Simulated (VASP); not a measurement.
Crystal: MgO.

```
Mg O
1.0
     3.48638    0.00000    0.00000
    -1.74319    3.01929    0.00000
     0.00000    0.00000    4.17804
Mg O
2 2
Direct
  0.66667 0.33333 0.75000
  0.33333 0.66667 0.25000
  0.66667 0.33333 0.25000
  0.33333 0.66667 0.75000
```

| Property | Result |
| --- | --- |
| Program | VASP 6.6.1 |
| Task | relaxation of cell and atoms |
| Functional | PBE |
| Potentials or basis | VASP PAW PBE potentials, release 64 (Mg, O) |
| Cutoff | 600 eV |
| k mesh | 9 × 9 × 6 |
| Occupations | gaussian, width 0.02 eV |
| Spin | no spin polarisation |

At the start: pressure 3.9 GPa; volume 10.99 Å³/atom.

Question: How do energy, volume and symmetry change on relaxing?

Answer: Over 11 steps the energy falls by 3.8 meV/atom and the volume is 11.31 Å³/atom (+2.9 %); space group P6_3/mmc (No. 194, to 0.05 Å).

The path:
```tsv
step	energy change (eV)	largest force (eV/Å)	pressure (GPa)	volume (Å³)
1	0.0000	0.0000	3.87	43.98
2	-0.0137	0.0000	-1.18	45.69
3	-0.0152	0.0000	0.01	45.26
4	-0.0152	0.0000	-0.08	45.29
5	-0.0152	0.0000	0.02	45.25
6	-0.0153	0.0000	0.05	45.24
7	-0.0152	0.0000	0.09	45.22
8	-0.0152	0.0000	0.07	45.24
9	-0.0153	0.0000	0.06	45.24
10	-0.0153	0.0000	0.05	45.24
11	-0.0153	0.0000	0.01	45.26
```

Final structure:
```
Mg O
1.0
     3.51536    0.00000    0.00000
    -1.75768    3.04439    0.00000
     0.00000    0.00000    4.22875
Mg O
2 2
Cartesian
  1.7577 1.0148 3.1716
  0.0000 2.0296 1.0572
  1.7577 1.0148 1.0572
  0.0000 2.0296 3.1716
```
